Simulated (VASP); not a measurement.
# Sb2P3H: single point with PBE

Crystal: Sb2P3H.

```xyz
6
Lattice="3.7738 0.0000 0.0000 0.0000 3.7738 0.0000 0.0000 0.0000 9.3932" Properties=species:S:1:pos:R:3 pbc="T T T"
Sb    1.8869    1.8869    1.7511
Sb    1.8869    1.8869    7.6421
H     1.8869    1.8869    4.6966
P     0.0000    1.8869    1.5370
P     1.8869    0.0000    7.8562
P     0.0000    0.0000    0.0000
```

The cell was generated, and may not be a known phase.

- Program: VASP 6.6.1
- Task: single point
- Functional: PBE
- Potentials or basis: VASP PAW PBE potentials, release 64 (Sb, H, P)
- Cutoff: 520 eV
- k mesh: 4 × 4 × 2
- Occupations: gaussian, width 0.1 eV
- Spin: no spin polarisation

```
Pressure               : 55.8 GPa
Largest force          : 6.293 eV/Å
Band gap on the k mesh : zero (bands 13 and 14 overlap by 0.42 eV)
```

Forces in eV/Å, atoms in the order of the input:
```
Sb   0.000  0.000  6.293
Sb   0.000  0.000 -6.293
H    0.000  0.000  0.000
P    0.000  0.000 -4.180
P    0.000  0.000  4.180
P    0.000  0.000  0.000
```

Stress tensor (GPa, compression positive):
```
82.06  0.00  0.00
 0.00 82.06  0.00
 0.00  0.00  3.28
```

Levels at points of the mesh, in eV from the Fermi level:
```csv
k point,band 10,band 11,band 12,band 13,band 14,band 15,band 16,band 17
"(0.00, 0.00, 0.00)",-2.45,-2.41,-1.31,-0.62,0.05,0.05,2.10,3.64
"(0.50, 0.00, 0.00)",-2.24,-1.88,-0.92,-0.74,-0.14,0.68,1.73,2.19
"(0.50, 0.50, 0.00)",-3.23,-3.23,-1.39,-0.82,0.17,2.23,2.23,2.91
"(0.00, 0.00, 0.50)",-2.45,-2.08,-1.44,-1.08,0.05,0.05,3.23,3.34
"(0.50, 0.00, 0.50)",-2.26,-1.96,-0.74,-0.12,-0.05,0.68,0.98,2.22
"(0.50, 0.50, 0.50)",-3.22,-3.20,-1.68,-1.39,1.13,2.13,2.13,2.84
```

It took 36 s on 1 thread of Intel(R) Xeon(R) Platinum 8259CL CPU @ 2.50GHz (Skylake/Cascade Lake), with other jobs on the host, peak memory 0.24 GiB.

Caveat: the k points lie up to 0.42 Å⁻¹ apart; semilocal functionals underestimate gaps, and a narrow one can read as zero; spin-orbit coupling is left out, which moves the levels of the heavy elements; this functional lacks dispersion, which binds layers or chains, so the pressure and a relaxed spacing across them are unreliable; forces of over 1 eV/Å act on the atoms, so gaps and moduli don't describe the material at rest.
